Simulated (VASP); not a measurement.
Here is a VASP 6.6.1 calculation.

INCAR

```
  PREC = Accurate
  ENCUT = 520
  EDIFF = 1E-6
  ISMEAR = 1
  SIGMA = 0.1
  LREAL = F
  LASPH = T
  NELM = 60
  ALGO = Normal
  ISIF = 2
  LWAVE = F
  LCHARG = F
  GGA = PE
  NBANDS = 28
```

The input KPOINTS:

```
regular mesh
0
Gamma
  4 4 2
```

The input POSCAR:

```
La2O3
1.0
    3.8417057310      0.0293609014      0.0398733221
   -1.8954303781      3.4143204234     -0.0170315191
    0.0619963270      0.0052212688      5.8793582789
La O
2 3
Direct
    0.6651900000      0.3153500000      0.7641500000
    0.3094400000      0.6547100000      0.2508000000
    0.6331900000      0.3325100000      0.3454700000
    0.3551100000      0.6860800000      0.6438400000
    0.0044200000      0.0167600000      0.9826100000
```

Potentials or basis: VASP PAW PBE potentials, release 64 (La, O).

Launch:

```console
$ cat potpaw_PBE.64/La/POTCAR potpaw_PBE.64/O/POTCAR > POTCAR
$ mpirun -np 1 vasp_std > vasp.out
```

(1) Estimate the largest force.

(2) Estimate the band gap on the k mesh.

(3) Estimate the pressure.

Answers

(1) 0.989 eV/Å.

(2) 3.83 eV (least direct gap 4.09 eV).

(3) 9.7 GPa.

Caveat: the k points lie up to 0.53 Å⁻¹ apart; spin-orbit coupling is left out, which moves the levels of the heavy elements.
